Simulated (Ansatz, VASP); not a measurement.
# Two plane-wave programs on Zn

File INCAR:

```
SYSTEM = Zn
  PREC = Accurate
  ENCUT = 520
  EDIFF = 1E-7
  ISMEAR = -1
  SIGMA = 0.1
  LREAL = .FALSE.
  LASPH = .TRUE.
  NELM = 60
  ALGO = Normal
  ISIF = 2
  LWAVE = .FALSE.
  LCHARG = .TRUE.
  LELF = .TRUE.
  LVHAR = .TRUE.
  NBANDS = 12
```

File KPOINTS:

```
regular mesh
0
G
  16 16 16
  0 0 0
```

Contents of POSCAR:

```
Zn
1.0
   -1.4650682502      1.4650682502      1.4650682502
    1.4650682502     -1.4650682502      1.4650682502
    1.4650682502      1.4650682502     -1.4650682502
Zn
1
Direct
    0.0000000000      0.0000000000      0.0000000000
```

Input for Ansatz:

```yaml
crystal:
  lattice:
    - [-1.4650682502, 1.4650682502, 1.4650682502]
    - [1.4650682502, -1.4650682502, 1.4650682502]
    - [1.4650682502, 1.4650682502, -1.4650682502]
  atoms:
    - { symbol: Zn, position: [0.0, 0.0, 0.0] }
hamiltonian:
  xc: lda
  pseudopotentials:
    kind: paw
    azcp:
      Zn: "pseudopotentials/Zn.paw.azcp"
basis:
  ecutwfc: 420
  fft_grid_basis: typed
kpoints:
  mp_grid: { grid: [16, 16, 16], shift: [0, 0, 0] }
magnetization:
  spin_polarized: false
scf:
  occupations: { method: fermi_dirac, width: 0.1 }
  lower_state_search: "off"
output:
  stress: true
```

Alike in both runs: task single point; functional LDA; k mesh 16 × 16 × 16; occupations fermi-dirac, width 0.1 eV; no spin polarisation.

|  | VASP | Ansatz |
| --- | --- | --- |
| version | VASP 6.6.1 | Ansatz 0.2.0 |
| potentials or method | VASP PAW LDA potentials, release 64 (Zn), cutoff 520 eV | plane waves (420 eV) with PAW, scalar-relativistic |
| valence electrons in the cell | 12 | 12 |

|  | VASP | Ansatz | Ansatz less VASP |
| --- | --- | --- | --- |
| pressure (GPa) | 10.9 | 10.1 | -0.82 |

Ansatz warns that its potentials were made for another functional, while VASP's fit it. LDA's correlation is that of Perdew and Zunger in VASP and of Perdew and Wang (1992) in Ansatz.
